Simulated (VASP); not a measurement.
Set up this calculation in VASP 6.6.1, as the native input.

```yaml
Task: single point
Functional: HSE06
Potentials_or_basis: VASP PAW PBE potentials, release 64 (C, Mg)
Cutoff: 520 eV
k_mesh: 6 × 6 × 6
Occupations: gaussian, width 0.01 eV
Spin: no spin polarisation
Dipole_correction: no
Grid_for_exact_exchange_PRECFOCK: Normal
Further_INCAR_settings: ALGO = Normal; EDIFF = 1e-07; NBANDS = 11
Share_of_exact_exchange: 0.25
Screening_parameter: 0.2079 1/Å
```

Crystal: Mg2C.

```
C Mg
1.0
     0.00000    2.71094    2.72477
     2.71094    0.00000    2.72477
     2.71094    2.71094    0.00000
C Mg
1 2
Direct
  0.00000 0.00000 0.00000
  0.25000 0.25000 0.25000
  0.75000 0.75000 0.75000
```

This cell differs from its parent crystal: uniaxial z strain +0.5%.

One way to write it, as run:

POSCAR

```
Mg2C
1.0
    0.0000000000      2.7109426088      2.7247684161
    2.7109426088      0.0000000000      2.7247684161
    2.7109426088      2.7109426088      0.0000000000
C Mg
1 2
Direct
    0.0000000000      0.0000000000      0.0000000000
    0.2500000000      0.2500000000      0.2500000000
    0.7500000000      0.7500000000      0.7500000000
```

INCAR.step1

```
SYSTEM = Mg2C
PREC = Accurate
ENCUT = 520
EDIFF = 1E-5
ISMEAR = 0
SIGMA = 0.01
LREAL = .False.
LASPH = .True.
NELM = 60
ALGO = Normal
ISIF = 2
LWAVE = .True.
LCHARG = .False.
GGA = PE
NBANDS = 11
```

INCAR.step2

```
SYSTEM = Mg2C
PREC = Accurate
ENCUT = 520
EDIFF = 1E-7
ISMEAR = 0
SIGMA = 0.01
LREAL = .False.
LASPH = .True.
NELM = 60
ALGO = Normal
ISIF = 2
LWAVE = .False.
LCHARG = .False.
GGA = PE
LHFCALC = .True.
HFSCREEN = 0.2079
PRECFOCK = Normal
ISTART = 1
NBANDS = 11
```

KPOINTS

```
regular mesh
0
Gamma
  6 6 6
  0 0 0
```

Potentials or basis: VASP PAW PBE potentials, release 64 (C, Mg).

Command:

```sh
$ cat potpaw_PBE.64/C/POTCAR potpaw_PBE.64/Mg/POTCAR > POTCAR
$ cp INCAR.step1 INCAR
$ mpirun -np 1 vasp_std > vasp.out
$ cp INCAR.step2 INCAR
$ mpirun -np 1 vasp_std > vasp.out
```

Results of the run:

```
Pressure               : -1.1 GPa
Band gap on the k mesh : 1.38 eV (least direct gap 2.25 eV)
```

Caveat: the cell differs from its parent crystal (uniaxial z strain +0.5%); the structure was generated, so it needn't be the stable form of Mg2C; the PAW data sets were made with another functional, which shifts forces and pressure a little.

Wall time 16 min on 1 thread of Intel(R) Xeon(R) 6975P-C (Granite Rapids), with other jobs on the host, peak memory 0.29 GiB.
